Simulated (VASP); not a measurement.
# H20SO12 in VASP: a series of runs, part 3 of 3

VASP 6.6.1. Earlier steps stand in the parts before.

## 6. Single point, PBE+D3(BJ)

Input file INCAR:

```
SYSTEM = H20SO12
PREC = Accurate ; ENCUT = 520
EDIFF = 1E-6 ; ISMEAR = -1
SIGMA = 0.02 ; LREAL = Auto
LASPH = .TRUE. ; NELM = 120
ALGO = Normal ; ISIF = 2
LWAVE = .FALSE. ; LCHARG = .FALSE.
GGA = PE ; IVDW = 12
NBANDS = 71 ; GGA_COMPAT = .FALSE.
```

Input file KPOINTS:

```
Automatic mesh
0
G
  1 1 1
  0 0 0
```

Input file POSCAR:

```
H20SO12
1.0
    7.8633030000      0.0000000000      0.0000000000
    0.0000000000      7.8633030000      0.0000000000
    0.0000000000      0.0000000000      7.8633030000
O H S
12 20 1
Direct
   -0.0245443931      0.0982665936      0.1554181493
    0.2826547572      0.6994388999     -0.1252781433
    0.8404737805      0.0449175111      0.4855593127
    0.2950159748      0.9805167116      0.0776264122
    0.6481118685      0.2552871230      0.6798161027
    0.5686541648      0.6598753730      0.6425162556
    0.5842074253      0.0881309038      0.9863030841
    0.3785177806      0.7242503564      0.3801583126
    0.5511678744      0.5687177513      0.0850533167
    0.2951558652      0.1709586925      0.6544323677
    0.9755442465      0.7104139317      0.6495870756
    1.0357479548      0.4482721828      0.8155224338
   -0.0523316983      0.2113615614      0.1235358729
    0.0882835114      0.0698688579      0.1218699063
    0.2841299642      0.8232672708     -0.0852186416
    0.3808323296      0.6467892691     -0.0488344402
    0.8436785407      0.0655449752      0.3611077940
    0.9657264892      0.0385842947      0.5087302372
    0.3974029743      1.0596437655      0.0472702120
    0.3337655944      0.9330175882      0.1942186381
    0.6665646739      0.3724897794      0.6472979612
    0.7173575786      0.1901363842      0.5935673597
    0.6477049148      0.7311304168      0.5788025719
    0.5165640953      0.7206386426      0.7329362737
    0.6967937011      0.0590209992      1.0341201401
    0.6215962936      0.1433621469      0.8808893667
    0.2632354368      0.6938687216      0.3908789983
    0.4239821358      0.6827665168      0.4916636177
    0.5278570596      0.5940124652      0.2043288933
    0.5107395709      0.4507902086      0.0674398532
    0.2443120912      0.2660586779      0.7117365311
    0.4157667586      0.1850367460      0.6212020572
    0.9910975070      0.6267340836      0.8114020279
```

Potentials or basis: VASP PAW PBE potentials, release 64 (O, H, S).

Launch:

```bash
$ cat potpaw_PBE.64/O/POTCAR potpaw_PBE.64/H/POTCAR potpaw_PBE.64/S/POTCAR > POTCAR
$ mpirun -np 1 vasp_gam > vasp.out
```

OUTCAR:

```text
SYSTEM = H20SO12
   PREC = Accurate
   ENCUT = 520
   EDIFF = 1E-6
   ISMEAR = -1
   LREAL = Auto
   LASPH = .TRUE.
   NELM = 120
   ISIF = 2
   GGA = PE
   IVDW = 12
 IVDW          = 12

 ion  position               nearest neighbor table
   1  0.975  0.098  0.155-  13 0.95  14 0.95
   2  0.283  0.699  0.875-  15 1.02  16 1.06
   3  0.840  0.045  0.486-  17 0.99  18 1.00
   4  0.295  0.981  0.078-  20 1.04  19 1.05
   5  0.648  0.255  0.680-  21 0.97  22 1.01
   6  0.569  0.660  0.643-  24 0.95  23 0.98
   7  0.584  0.088  0.986-  26 0.98  25 0.99
   8  0.379  0.724  0.380-  27 0.94  28 1.00
   9  0.551  0.569  0.085-  29 0.98  30 0.99
  10  0.295  0.171  0.654-  31 0.96  32 0.99
  11  0.976  0.710  0.650-  33 1.44
  12  0.036  0.448  0.816-  33 1.45
  13  0.948  0.211  0.124-   1 0.95
  14  0.088  0.070  0.122-   1 0.95
  15  0.284  0.823  0.915-   2 1.02
  16  0.381  0.647  0.951-   2 1.06
[... 14 lines left out ...]
  31  0.244  0.266  0.712-  10 0.96
  32  0.416  0.185  0.621-  10 0.99
  33  0.991  0.627  0.811-  11 1.44  12 1.45

  LATTYP: Found a simple cubic cell.
 ALAT       =     7.8633030000

[... 223 lines left out ...]
 Fermi energy:        -3.2346395194

 k-point     1 :       0.0000    0.0000    0.0000
  band No.  band energies     occupation
      1     -25.5432      2.00000
      2     -23.5093      2.00000
      3     -23.1651      2.00000
      4     -23.1017      2.00000
      5     -23.0865      2.00000
      6     -22.9526      2.00000
[... 53 lines left out ...]
     60       4.3095      0.00000
     61       4.6757      0.00000
 [bands above 61 left out]

------------------------ aborting loop because EDIFF is reached ----------------------------------------

 Edisp (eV)   -0.92738

 E8    (eV) :    -0.2009

  FORCE on cell =-STRESS in cart. coord.  units (eV):
  Direction    XX          YY          ZZ          XY          YZ          ZX
  --------------------------------------------------------------------------------------
  -------------------------------------------------------------------------------------
  Total      -3.27219    -0.69468    -1.71476     0.95441     1.11984    -1.50234
  in kB     -10.78287    -2.28919    -5.65064     3.14507     3.69022    -4.95068
  external pressure =       -6.24 kB  Pullay stress =        0.00 kB

 VOLUME and BASIS-vectors are now :
 -----------------------------------------------------------------------------
  energy-cutoff  :      520.00
  volume of cell :      486.20
      direct lattice vectors                 reciprocal lattice vectors
     7.863303000  0.000000000  0.000000000     0.127173021  0.000000000  0.000000000
     0.000000000  7.863303000  0.000000000     0.000000000  0.127173021  0.000000000
     0.000000000  0.000000000  7.863303000     0.000000000  0.000000000  0.127173021

 POSITION                                       TOTAL-FORCE (eV/Angst)
 -----------------------------------------------------------------------------------
      7.67030      0.77270      1.22210        -2.307883     -0.604533      0.941696
      2.22260      5.49990      6.87820         2.000033      0.564551      1.083610
      6.60890      0.35320      3.81810         1.018644      0.093469     -0.437068
      2.31980      7.71010      0.61040         1.263086      0.419894      1.926493
      5.09630      2.00740      5.34560         0.276163     -0.592981     -0.708228
      4.47150      5.18880      5.05230         0.849097     -1.270034     -1.297639
[... 25 lines left out ...]
      3.26930      1.45500      4.88470        -0.651784      0.735584      0.740290
      7.79330      4.92820      6.38030         0.124188      0.038477      1.269654
 -----------------------------------------------------------------------------------
    total drift:                                0.005032      0.001656     -0.002589

  FREE ENERGIE OF THE ION-ELECTRON SYSTEM (eV)
  ---------------------------------------------------
  free  energy   TOTEN  =      -163.4531190718 eV

  energy  without entropy=     -163.4531190718  energy(sigma->0) =     -163.45311907
```

stdout:

```text
POSCAR found type information on POSCAR O H S
 POSCAR found :  3 types and      33 ions
 scaLAPACK will be used
 LDA part: xc-table for (Slater+PW92), standard interpolation
 POSCAR, INCAR and KPOINTS ok, starting setup
 FFT: planning ... GRIDC
 FFT: planning ... GRID_SOFT
 FFT: planning ... GRID
 WAVECAR not read
 entering main loop
```

Wall time 39 s (1 thread of AMD EPYC 9R45 (Zen 5), shared host); peak memory 0.41 GiB.

What came out:

| Quantity | Value |
| --- | --- |
| Free energy | -163.4531 eV |
| Pressure | -0.6 GPa |
| Largest force | 2.565 eV/Å |
| Band gap on the k mesh | 3.14 eV |
| Dispersion energy per atom | -0.028 eV |

Forces on the atoms (eV/Å):
```
O   -2.308 -0.605  0.942
O    2.000  0.565  1.084
O    1.019  0.093 -0.437
O    1.263  0.420  1.926
O    0.276 -0.593 -0.708
O    0.849 -1.270 -1.298
O    1.633  0.197  0.141
O    1.322  0.082 -0.125
O   -0.284 -0.856 -0.688
O    0.037 -1.398 -0.737
O    0.098  0.176 -0.920
O   -0.071 -0.599 -0.253
H    0.210  1.074 -0.480
H    1.851 -0.326 -0.639
H   -0.082 -1.012  0.069
H   -1.683  0.718 -0.795
H    0.161 -0.161  0.306
H   -1.142  0.056  0.148
H   -1.047 -1.266  0.143
H   -0.685  0.475 -1.855
H   -0.173  0.565  0.256
H    0.052 -0.120  0.553
H    0.085  0.295  0.514
H   -0.582  0.907  0.998
H   -0.591 -0.162  0.272
H   -0.449  0.489 -0.670
H   -1.892 -0.347 -0.177
H    0.375  0.313 -0.162
H   -0.466  0.258  0.245
H    0.431  0.538  0.237
H    0.322  0.720  0.101
H   -0.652  0.736  0.740
S    0.124  0.038  1.270
```

Levels at points of the mesh, in eV from the valence-band top:
```tsv
k point	band 47	band 48	band 49	band 50	band 51	band 52
(0.00, 0.00, 0.00)	-0.65	-0.54	0.00	3.14	4.25	6.38
```

Caveat: the k points lie up to 0.80 Å⁻¹ apart; the atoms stand as in a frame of molecular dynamics.

## 7. Single point, PBE+D3(BJ)

Input file INCAR:

```
SYSTEM = H20SO12
ALGO     = Normal         ! electronic algorithm
EDIFF    = 1E-6           ! SCF threshold, eV
ENCUT    = 520            ! plane-wave cutoff, eV
GGA      = PE             ! functional
GGA_COMPAT= .False.      
ISIF     = 2              ! what is computed and relaxed
ISMEAR   = -1             ! smearing method
IVDW     = 12             ! dispersion correction
LASPH    = .True.         ! aspherical terms in the spheres
LCHARG   = .False.        ! write CHGCAR
LREAL    = Auto         
LWAVE    = .False.        ! write WAVECAR
NBANDS   = 71             ! bands
NELM     = 120            ! most SCF steps
PREC     = Accurate       ! precision mode
SIGMA    = 0.02           ! smearing width, eV
```

Input file KPOINTS:

```
k-points
0
Gamma
  1 1 1
  0 0 0
```

Input file POSCAR:

```
H20SO12
1.0
    7.8633030000      0.0000000000      0.0000000000
    0.0000000000      7.8633030000      0.0000000000
    0.0000000000      0.0000000000      7.8633030000
O H S
12 20 1
Direct
   -0.0590845857      0.0766980492      0.1533706637
    0.3095391339      0.7050217955     -0.1399157580
    0.8449375536      0.0524207194      0.5036941855
    0.2857959308      0.9606268511      0.0854094011
    0.6461406867      0.2458508848      0.7160222619
    0.5730670686      0.6413971330      0.6515073882
    0.6184169680      0.0895552416      0.9987278883
    0.3741557460      0.6632581753      0.3549271852
    0.5462589957      0.5131304237      0.0725522087
    0.2791829337      0.1692418568      0.6370350984
    0.9745141450      0.7248353523      0.6304348185
    1.0126533341      0.4609386157      0.8007067768
   -0.0879910134      0.2003865297      0.1528365370
    0.0557272179      0.0706573306      0.1034679701
    0.2947489115      0.8067602126     -0.0595169740
    0.3560335905      0.6072638941     -0.0737730697
    0.8662008828      0.0328106395      0.3783906076
    0.9021145440     -0.0503477991      0.5532789465
    0.3963220036      1.0120937728      0.0605725101
    0.3009295203      0.9049377851      0.2020397790
    0.6887054969      0.3584117260      0.6855643233
    0.7066114583      0.1881270504      0.6333597980
    0.6642755595      0.7249498080      0.6392733435
    0.5039612489      0.6911472189      0.7490490955
    0.7347802825      0.0471811909      1.0342345958
    0.6341101189      0.1212976277      0.8765527667
    0.2839900739      0.5842710118      0.3952919021
    0.4435540637      0.6759881948      0.4588402609
    0.5030710377      0.5237620883      0.1873894469
    0.5653349489      0.3919090998      0.0521918079
    0.1916878950      0.2581993852      0.6338684901
    0.3929264839      0.2238626694      0.6530843336
    0.9967185545      0.6429359265      0.7923515093
```

Launch:

```bash
$ cat potpaw_PBE.64/O/POTCAR potpaw_PBE.64/H/POTCAR potpaw_PBE.64/S/POTCAR > POTCAR
$ mpirun -np 1 vasp_gam > vasp.out
```

Run time: 39 s. Hardware: 1 thread of AMD EPYC 9R45 (Zen 5), shared host; peak memory 0.41 GiB.

The run converged. Its results:

| Property | Result |
| --- | --- |
| Free energy | -163.8462 eV |
| Pressure | -1.0 GPa |
| Largest force | 4.021 eV/Å |
| Band gap on the k mesh | 2.65 eV |
| Dispersion energy per atom | -0.028 eV |

Forces on the atoms (eV/Å):
```
O   -0.348  1.236 -0.135
O   -0.163  0.029  0.212
O    0.658 -1.416 -0.775
O   -0.374 -0.928  1.631
O   -1.307  2.176  0.913
O   -0.014  0.773  0.668
O    0.937 -0.681  0.255
O   -0.816 -0.707  0.177
O    0.116 -0.326 -0.850
O    0.477  0.400 -0.020
O   -0.046  0.160 -1.262
O    0.051 -0.810 -0.455
H    0.323 -1.043 -0.031
H    0.144 -0.236  0.170
H    0.233 -0.692 -0.097
H   -0.079  0.569  0.259
H   -0.122  0.493  0.993
H   -0.422  1.002 -0.197
H    0.699  0.345 -0.111
H   -0.120  0.564 -1.537
H   -0.506  0.663  0.764
H    1.677 -2.684 -2.481
H    0.005 -0.153 -0.202
H    0.058 -0.534 -0.884
H   -1.190  0.383 -0.142
H   -0.157  0.335  0.677
H    0.531  0.681 -0.406
H    0.265 -0.002  0.240
H   -0.308  0.286  0.609
H    0.000 -0.037  0.058
H    0.483 -0.210  0.155
H   -0.902 -0.233 -0.047
S    0.216  0.598  1.851
```

Stress tensor (GPa, compression positive):
```
-1.69  0.29 -0.39
 0.29 -1.18  0.47
-0.39  0.47 -0.01
```

Levels at points of the mesh, in eV from the valence-band top:
```csv
k point,band 46,band 47,band 48,band 49,band 50,band 51,band 52,band 53
"(0.00, 0.00, 0.00)",-0.75,-0.60,-0.41,0.00,2.65,4.34,6.10,6.45
```

Caveat: the k points lie up to 0.80 Å⁻¹ apart; the atoms stand as in a frame of molecular dynamics.

## 8. Overview

| cell | gap on the mesh (eV) | pressure (GPa) | largest force (eV/Å) |
| --- | --- | --- | --- |
| as given, atomic positions A | 3.54 | -1.0 | 1.93 |
| as given, atomic positions B | 3.38 | -1.4 | 2.76 |
| as given, atomic positions C | 3.03 | -1.1 | 3.00 |
| as given, atomic positions D | 2.80 | -0.6 | 2.49 |
| as given, atomic positions E | 3.14 | -0.6 | 2.56 |
| as given, atomic positions F | 2.65 | -1.0 | 4.02 |

Alike in all rows: task single point; level PBE+D3(BJ); potentials or basis VASP PAW PBE potentials, release 64 (O, H, S); no spin polarisation; k mesh 1 × 1 × 1; cutoff (eV) 520; smearing fermi-dirac 0.02 eV.

Caveats: all runs use coarse meshes; the atoms stand as in a frame of molecular dynamics (at least some runs).

Total energies depend on the potentials used, so only differences within one code and one set of settings carry meaning.
